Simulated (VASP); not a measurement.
GaSb:

```
CELL_PARAMETERS angstrom
0.00000 3.05561 3.05561
3.05561 0.00000 3.05561
3.05561 3.05561 0.00000
ATOMIC_POSITIONS crystal
Ga 0.00000 0.00000 0.00000
Sb 0.25000 0.25000 0.25000
```

Program: VASP 6.6.1. Alike in all runs: task single point; no spin polarisation; cell as given; cutoff (eV) 520; smearing gaussian 0.1 eV.

Order these runs on this cell by their pressure, lowest first.
A. level PBE0; potentials or basis VASP PAW PBE potentials, release 64 (Ga_d, Sb); k mesh 4 × 4 × 4; grid for exact exchange (PRECFOCK) Normal
B. level HF; potentials or basis VASP PAW PBE potentials, release 64 (Ga_d, Sb); k mesh 4 × 4 × 4; grid for exact exchange (PRECFOCK) Normal
C. level LDA; potentials or basis VASP PAW LDA potentials, release 64 (Ga_d, Sb); k mesh 12 × 12 × 12

B (-22.1 GPa), C (-1.4 GPa), A (0.2 GPa).

Caveats: some runs use coarse meshes; the PAW data sets were made with another functional, which shifts forces and pressure a little (some runs).
